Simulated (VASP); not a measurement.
# Pt3Cl: relaxation of the atoms with PBE

The system is Pt3Cl, a slab with vacuum.

```
Pt Cl
1.0
     2.80716    0.00000    0.00000
     0.00000    2.80716    0.00000
     0.00000    0.00000   19.35139
Pt Cl
3 1
Direct
  0.50000 0.50000 0.20670
  0.00000 0.00000 0.30625
  0.50000 0.50000 0.40573
  0.83333 0.00000 0.49952
```

```yaml
Program: VASP 6.6.1
Task: relaxation of the atoms
Functional: PBE
Potentials_or_basis: VASP PAW PBE potentials, release 64 (Pt, Cl)
Cutoff: 450 eV
k_mesh: 9 × 9 × 1
Occupations: gaussian, width 0.1 eV
Spin: no spin polarisation
Dipole_correction: yes
Atoms_held_fixed_from_0: "[0, 1]"
Further_INCAR_settings: ALGO = Normal; EDIFF = 1e-07; NELMDL = -8; IBRION = 2; EDIFFG = -0.025; NSW = 50
Atoms_held_along_some_axes_from_0: atom 3 along a and b
```

| Property | Result |
| --- | --- |
| Energy gained by relaxing | 96.3 meV/atom |
| Ionic steps | 38 |
| Band gap on the k mesh | zero (an odd number of electrons rules out a gap without spin polarisation) |

The path:
```csv
step,energy change (eV),largest force on free atoms (eV/Å),pressure (GPa)
1,0.0000,0.7067,2.70
2,-0.0232,0.4426,2.42
3,-0.0308,0.3840,2.20
4,-0.0408,0.2898,1.86
5,-0.0572,0.0887,0.93
6,-0.0584,0.1159,0.63
7,-0.0584,0.1212,0.60
8,-0.0598,0.0955,0.54
9,-0.0608,0.1248,0.43
10,-0.0620,0.1082,0.40
11,-0.0654,0.0957,0.30
12,-0.0735,0.1782,0.15
13,-0.1023,0.3748,-0.03
14,-0.2034,0.7872,-0.19
15,-0.1760,1.4856,-1.56
16,-0.2711,1.0427,-0.46
17,-0.2925,1.2350,-0.98
18,-0.2979,1.1630,-0.77
19,-0.2984,1.1781,-0.82
20,-0.2986,1.1781,-0.83
21,-0.2992,1.1772,-0.85
22,-0.2998,1.1763,-0.89
23,-0.2999,1.1759,-0.91
24,-0.3006,1.1683,-0.91
25,-0.3029,1.1446,-0.92
26,-0.3072,1.0988,-0.93
27,-0.3152,1.0059,-0.96
28,-0.3290,0.8197,-0.99
29,-0.3473,0.4497,-1.02
30,-0.3467,0.6061,-0.89
31,-0.3533,0.4416,-0.99
32,-0.3566,0.4234,-0.91
33,-0.3657,0.3667,-0.70
34,-0.3786,0.2459,-0.24
35,-0.3820,0.2415,0.76
36,-0.3844,0.1654,0.33
37,-0.3853,0.0427,0.36
38,-0.3854,0.0105,0.35
```

Final structure:
```
Pt Cl
1.0
     2.80716    0.00000    0.00000
     0.00000    2.80716    0.00000
     0.00000    0.00000   19.35139
Pt Cl
3 1
Direct
  0.50000 0.50000 0.20670
  0.00000 0.00000 0.30625
  0.88716 0.50000 0.41907
  0.83333 0.00000 0.52199
```

Levels at points of the mesh, in eV from the Fermi level:
```
           k point  band 17  band 18  band 19  band 20  band 21  band 22
(0.00, 0.00, 0.00)    -0.49    -0.38     0.10     0.18     0.67     1.05
```

It took 66 min on 1 thread of Intel(R) Xeon(R) Platinum 8375C CPU @ 2.90GHz (Ice Lake), on a shared host, peak memory 0.28 GiB.

Caveat: spin-orbit coupling is left out, which moves the levels of the heavy elements.
